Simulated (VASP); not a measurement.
Wanted: the native input for a VASP 6.6.1 run.

| Item | Value |
| --- | --- |
| Task | single point |
| Functional | PBE |
| Potentials or basis | VASP PAW PBE potentials, release 64 (Be, Se) |
| Cutoff | 520 eV |
| k mesh | 6 × 6 × 6 |
| Occupations | gaussian, width 0.1 eV |
| Spin | no spin polarisation |
| Dipole correction | no |
| Further INCAR settings | ALGO = Normal; EDIFF = 1e-06; NBANDS = 12 |

The structure of Be2Se lies in POSCAR:

```
Be2Se
1.0
   -2.3658697529      2.3658697529      3.0342849960
    2.3658697529     -2.3658697529      3.0342849960
    2.3658697529      2.3658697529     -3.0342849960
Be Se
2 1
Direct
    0.6632736457      0.6632736457      0.0000000000
    0.3367263543      0.3367263543      0.0000000000
    0.0000000000      0.0000000000      0.0000000000
```

These files were run (other wordings do the same):

INCAR

```
PREC     = Accurate       # precision mode
ENCUT    = 520            # plane-wave cutoff, eV
EDIFF    = 1E-6           # SCF threshold, eV
ISMEAR   = 0              # smearing method
SIGMA    = 0.1            # smearing width, eV
LREAL    = False          # projectors in reciprocal space
LASPH    = True           # aspherical terms in the spheres
NELM     = 80             # most SCF steps
ALGO     = Normal         # electronic algorithm
ISIF     = 2              # what is computed and relaxed
LWAVE    = False          # write WAVECAR
LCHARG   = False          # write CHGCAR
GGA      = PE             # functional
NBANDS   = 12             # bands
```

KPOINTS

```
regular mesh
0
Gamma
  6 6 6
```

Potentials or basis: VASP PAW PBE potentials, release 64 (Be, Se).

Run with:

```sh
$ cat potpaw_PBE.64/Be/POTCAR potpaw_PBE.64/Se/POTCAR > POTCAR
$ mpirun -np 1 vasp_std > vasp.out
```

Results of the run:

```yaml
Pressure: 0.1 GPa
Largest_force: 0.024 eV/Å
Band_gap_on_the_k_mesh: 0.68 eV, direct
```

Wall time 9.7 s on 1 thread of Intel(R) Xeon(R) 6975P-C (Granite Rapids), on a shared host, peak memory 0.2 GiB.
